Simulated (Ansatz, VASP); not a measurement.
**Two plane-wave programs on MnS**

The input INCAR:

```
PREC     = Accurate       # precision mode
ENCUT    = 520            # plane-wave cutoff, eV
EDIFF    = 1E-7           # SCF threshold, eV
ISMEAR   = -1             # smearing method
SIGMA    = 0.05           # smearing width, eV
LREAL    = F              # projectors in reciprocal space
LASPH    = T              # aspherical terms in the spheres
NELM     = 150            # most SCF steps
ALGO     = Normal         # electronic algorithm
ISIF     = 2              # what is computed and relaxed
LWAVE    = F              # write WAVECAR
LCHARG   = T              # write CHGCAR
ISPIN    = 2              # spin polarisation
MAGMOM   = 4.5 -4.5 0 0   # initial moments
LORBIT   = 11             # projections on sites
LMAXMIX  = 4              # l up to which the mixer works
LDAU     = T              # DFT+U
LDAUTYPE = 2            
LDAUL    = 2 -1           # shell
LDAUU    = 3.9 0          # U, eV
LDAUJ    = 0 0          
LDAUPRINT= 1            
GGA      = PE             # functional
LELF     = T              # ELF
LVHAR    = T            
NBANDS   = 31             # bands
ISYM     = 0
```

The input KPOINTS:

```
regular mesh
0
Gamma
  7 7 4
```

Contents of POSCAR:

```
MnS
1.0
    3.9960010800      0.0000000000      0.0000000000
   -1.9980005400      3.4606384500      0.0000000000
    0.0000000000      0.0000000000      6.4460000000
Mn S
2 2
Direct
    0.3333333300      0.6666666700      0.0000000000
    0.6666666700      0.3333333300      0.5000000000
    0.3333333300      0.6666666700      0.3750000000
    0.6666666700      0.3333333300      0.8750000000
```

Input for Ansatz:

```yaml
crystal:
  lattice:
    - [3.99600108, 0.0, 0.0]
    - [-1.99800054, 3.46063845, 0.0]
    - [0.0, 0.0, 6.446]
  atoms:
    - { symbol: Mn, position: [0.33333333, 0.66666667, 0.0], spin: 4.5 }
    - { symbol: Mn, position: [0.66666667, 0.33333333, 0.5], spin: -4.5 }
    - { symbol: S, position: [0.33333333, 0.66666667, 0.375] }
    - { symbol: S, position: [0.66666667, 0.33333333, 0.875] }
  symmetry: { detect: false, time_reversal: true }
magnetization:
  spin_polarized: true
hamiltonian:
  xc: pbe
  pseudopotentials: { kind: paw }
  hubbard: { sites: [{ species: Mn, l: d, u_eff: 3.9 }] }
basis:
  ecutwfc: 420
kpoints:
  mp_grid: { grid: [7, 7, 4] }
scf:
  occupations: { method: fermi_dirac, width: 0.05 }
  lower_state_search: "off"
output:
  forces: true
  stress: true
```

Alike in both runs: task single point; functional PBE; k mesh 7 × 7 × 4; occupations fermi-dirac, width 0.05 eV; collinear spin; Hubbard terms Mn d U = 3.9 eV.

```csv
,VASP,Ansatz
version,VASP 6.6.1,Ansatz 0.2.0
potentials or method,"VASP PAW PBE potentials, release 64 (Mn_pv, S), cutoff 520 eV","PAW, plane waves, scalar-relativistic"
valence electrons in the cell,38,42
```

VASP gave:

- pressure (GPa): 2.8
- traceless stress, the component that is largest in VASP (GPa): -0.22
- rms of the force components (eV/Å): 0.015
- net moment per atom (μB): 0.00
- size of the moment on the site where the two differ most (μB): 4.51

**Question.** What did Ansatz give for the same quantities?

**Answer.** Pressure (GPa): 2.8; traceless stress, the component that is largest in VASP (GPa): -0.16; rms of the force components (eV/Å): 0.011; net moment per atom (μB): 0.00; size of the moment on the site where the two differ most (μB): 4.30.

Site moments also hang on the region over which each program counts them. The programs project onto different local orbitals, so the same U acts differently, and such runs can settle in different states. Atom by atom the forces differ by 0.003 eV/Å (rms over components). VASP's potentials hold 38 valence electrons a cell and Ansatz's 42, so a difference there can come from the potentials and not from the codes.
